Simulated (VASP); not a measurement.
# In3Se (Pm-3m) in VASP: notebook

In3Se is run at these levels: PBE; tasks: single point.

Everything below comes from runs of VASP 6.6.1. Logs are shortened: lines on timing, memory, paths and dates and some standing lists are left out, and cuts for length are marked.

## (1) The cell of the first run

Symmetry: Pm-3m, No. 221, cubic system. Conventional cell: a = 4.804 Å, b = 4.804 Å, c = 4.804 Å, α = 90.00°, β = 90.00°, γ = 90.00°. In (site symmetry 4/mmm) has 8 In at 3.40 Å and 4 Se at 3.40 Å within 4.5 Å. Se (site symmetry m-3m) has 12 In at 3.40 Å within 4.5 Å.

## (2) Single point, PBE

INCAR reads:

```
PREC = Accurate ; ENCUT = 520
EDIFF = 1E-6 ; ISMEAR = 0
SIGMA = 0.1 ; LREAL = False
LASPH = True ; NELM = 80
ALGO = Normal ; ISIF = 2
LWAVE = False ; LCHARG = False
GGA = PE ; NBANDS = 30
```

KPOINTS reads:

```
regular mesh
0
Gamma
  1 1 1
```

POSCAR reads:

```
In3Se
1.0
    4.8037580000      0.0000000000      0.0000000000
    0.0000000000      4.8037580000      0.0000000000
    0.0000000000      0.0000000000      4.8037580000
In Se
3 1
Direct
    0.0000000000      0.5000000000      0.5000000000
    0.5000000000      0.0000000000      0.5000000000
    0.5000000000      0.5000000000      0.0000000000
    0.0000000000      0.0000000000      0.0000000000
```

Potentials or basis: VASP PAW PBE potentials, release 64 (In_d, Se).

Launch:

```sh
cat potpaw_PBE.64/In_d/POTCAR potpaw_PBE.64/Se/POTCAR > POTCAR
mpirun -np 1 vasp_gam > vasp.out
```

OUTCAR:

```text
PREC = Accurate
   ENCUT = 520
   EDIFF = 1E-6
   ISMEAR = 0
   LREAL = False
   LASPH = True
   NELM = 80
   ISIF = 2
   GGA = PE

 ion  position               nearest neighbor table
   1  0.000  0.500  0.500-   2 3.40   3 3.40   4 3.40   3 3.40   4 3.40   2 3.40   4 3.40   4 3.40
                             2 3.40   3 3.40   3 3.40   2 3.40
   2  0.500  0.000  0.500-   1 3.40   3 3.40   4 3.40   3 3.40   4 3.40   1 3.40   3 3.40   3 3.40
                             1 3.40   4 3.40   4 3.40   1 3.40
   3  0.500  0.500  0.000-   1 3.40   2 3.40   4 3.40   1 3.40   2 3.40   2 3.40   4 3.40   2 3.40
                             1 3.40   4 3.40   1 3.40   4 3.40
   4  0.000  0.000  0.000-   1 3.40   2 3.40   3 3.40   1 3.40   2 3.40   1 3.40   3 3.40   1 3.40
                             2 3.40   3 3.40   2 3.40   3 3.40

  LATTYP: Found a simple cubic cell.
 ALAT       =     4.8037580000

  Lattice vectors:

 A1 = (   4.8037580000,   0.0000000000,   0.0000000000)
 A2 = (   0.0000000000,   4.8037580000,   0.0000000000)
 A3 = (   0.0000000000,   0.0000000000,   4.8037580000)

Analysis of symmetry for initial positions (statically):
=====================================================================
 Subroutine PRICEL returns:
 Original cell was already a primitive cell.

 Routine SETGRP: Setting up the symmetry group for a
 simple cubic supercell.

 Subroutine GETGRP returns: Found 48 space group operations
 (whereof 48 operations were pure point group operations)
 out of a pool of 48 trial point group operations.

The static configuration has the point symmetry O_h .

Analysis of symmetry for dynamics (positions and initial velocities):
=====================================================================
 Subroutine PRICEL returns:
 Original cell was already a primitive cell.

 Routine SETGRP: Setting up the symmetry group for a
 simple cubic supercell.

 Subroutine GETGRP returns: Found 48 space group operations
 (whereof 48 operations were pure point group operations)
 out of a pool of 48 trial point group operations.

The dynamic configuration has the point symmetry O_h .

 Subroutine INISYM returns: Found 48 space group operations
 (whereof 48 operations are pure point group operations),
 and found     1 'primitive' translations

----------------------------------------------------------------------------------------

                                     Primitive cell

  volume of cell :     110.8520

[... 67 lines left out ...]
   NELM   =     80;   NELMIN=  2; NELMDL= -5     # of ELM steps
   EDIFF  = 0.1E-05   stopping-criterion for ELM
   LREAL  =      F    real-space projection
   EDIFFG = 0.1E-04   stopping-criterion for IOM
   NSW    =      0    number of steps for IOM
   IBRION =     -1    ionic relax: 0-MD 1-quasi-New 2-CG
   NFREE  =      0    steps in history (QN), initial steepest desc. (CG)
   ISIF   =      2    stress and relaxation
   ISYM   =      2    0-nonsym 1-usesym 2-fastsym
   POTIM  = 0.5000    time-step for ionic-motion
   TEBEG  =    0.0;   TEEND  =   0.0 temperature during run
   PSTRESS=    0.0 pullay stress
   NELECT =      45.0000    total number of electrons
   NUPDOWN=      -1.0000    fix difference up-down
   EMIN   =  10.00;   EMAX   =-10.00  energy-range for DOS
   EFERMI =   0.00;   METHOD = LEGACY
   ISMEAR =     0;   SIGMA  =   0.10  broadening in eV -4-tet -1-fermi 0-gaus
   EFERMI_NEDOS =   21; number of points for ismear=-14 and -15
   IALGO  =     38    algorithm
   IMIX   =      4    mixing-type and parameters
     AMIX     =   0.40;   BMIX     =  1.00
     AMIX_MAG =   1.60;   BMIX_MAG =  1.00
  volume/ion in A,a.u.               =      27.71       187.02
  Fermi-wavevector in a.u.,A,eV,Ry     =   1.212173  2.290675 19.991897  1.469363
  Thomas-Fermi vector in A             =   2.347665
   LORBIT       =      0    0 simple, 1 ext, 2 COOP (PROOUT), +10 PAW based schemes
   GGA     = PE    functional components
   LHFCALC =     F    Hartree Fock is set to
   AEXX    =    0.0000 exact exchange contribution
   IVDW    =     0    specifies the selected vdW correction
   LEPSILON=     F    determine dielectric tensor
   LRPA    =     F    only Hartree local field effects (RPA)
 non-spin polarized calculation
 Gauss-broadening in eV      SIGMA  =   0.10
  energy-cutoff  :      520.00
  volume of cell :      110.85
 maximum number of plane-waves:      1473
 NGX is ok and might be reduce to    36
   NGX = 17   NGY = 17   NGZ = 17

 number of electron      45.0000024 magnetization

 Free energy of the ion-electron system (eV)
  ---------------------------------------------------
  ext. energy  EPLUGINS =         0.00000000
  ---------------------------------------------------
  free energy    TOTEN  =        -9.25764400 eV

  energy without entropy =       -9.15164122  energy(sigma->0) =       -9.20464261

 E-fermi :   6.9049     XC(G=0):  -9.7010

 val. band max:        3.8769989980   @ k =   0.0000   0.0000   0.0000
 cond. band min:       6.9733018285   @ k =   0.0000   0.0000   0.0000
 fundamental gap:      3.0963028305
 Fermi energy:         6.9048947935

 k-point     1 :       0.0000    0.0000    0.0000
  band No.  band energies     occupation
      1      -8.6178      2.00000
      2      -8.5515      2.00000
      3      -8.5515      2.00000
      4      -8.5515      2.00000
      5      -8.3488      2.00000
      6      -8.3488      2.00000
[... 22 lines left out ...]
     29      11.2025      0.00000
     30      12.8504      0.00000

------------------------ aborting loop because EDIFF is reached ----------------------------------------

  FORCE on cell =-STRESS in cart. coord.  units (eV):
  Direction    XX          YY          ZZ          XY          YZ          ZX
  --------------------------------------------------------------------------------------
  -------------------------------------------------------------------------------------
  Total        4.0838110      4.0838110      4.0838110     -0.0000000      0.0000000     -0.0000000
  in kB       59.0245732     59.0245732     59.0245732     -0.0000000      0.0000000     -0.0000000
  external PRESSURE =      59.0245732 kB  Pullay stress =       0.0000000 kB

 VOLUME and BASIS-vectors are now :
 -----------------------------------------------------------------------------
  energy-cutoff  :      520.00
  volume of cell :      110.85
      direct lattice vectors                 reciprocal lattice vectors
     4.803758000  0.000000000  0.000000000     0.208170353  0.000000000  0.000000000
     0.000000000  4.803758000  0.000000000     0.000000000  0.208170353  0.000000000
     0.000000000  0.000000000  4.803758000     0.000000000  0.000000000  0.208170353

 POSITION                                       TOTAL-FORCE (eV/Angst)
 -----------------------------------------------------------------------------------
      0.00000      2.40188      2.40188         0.000000      0.000000      0.000000
      2.40188      0.00000      2.40188         0.000000      0.000000      0.000000
      2.40188      2.40188      0.00000         0.000000      0.000000      0.000000
      0.00000      0.00000      0.00000         0.000000      0.000000      0.000000
 -----------------------------------------------------------------------------------
    total drift:                                0.000000      0.000000      0.000000

  FREE ENERGIE OF THE ION-ELECTRON SYSTEM (eV)
  ---------------------------------------------------
  free  energy   TOTEN  =        -9.2576440010 eV

  energy  without entropy=       -9.1516412243  energy(sigma->0) =       -9.20464261
```

stdout:

```text
POSCAR found type information on POSCAR InSe
 POSCAR found :  2 types and       4 ions
 scaLAPACK will be used
 LDA part: xc-table for (Slater+PW92), standard interpolation
 POSCAR, INCAR and KPOINTS ok, starting setup
 FFT: planning ... GRIDC
 FFT: planning ... GRID_SOFT
 FFT: planning ... GRID
 WAVECAR not read
 entering main loop
```

It took 5 s on 1 thread of AMD EPYC 9R45 (Zen 5), shared host; peak memory 0.16 GiB.

Results:

```
Free energy : -9.2576 eV
Pressure    : 5.9 GPa
```

Levels at points of the mesh, in eV from the Fermi level:
```
           k point  band 20  band 21  band 22  band 23  band 24  band 25
(0.00, 0.00, 0.00)    -4.33    -3.03    -3.03     0.07     0.07     0.07
```

Caveat: the k points lie up to 1.31 Å⁻¹ apart; spin-orbit coupling is left out, which moves the levels of the heavy elements.

(Continued in part 2 of 2.)
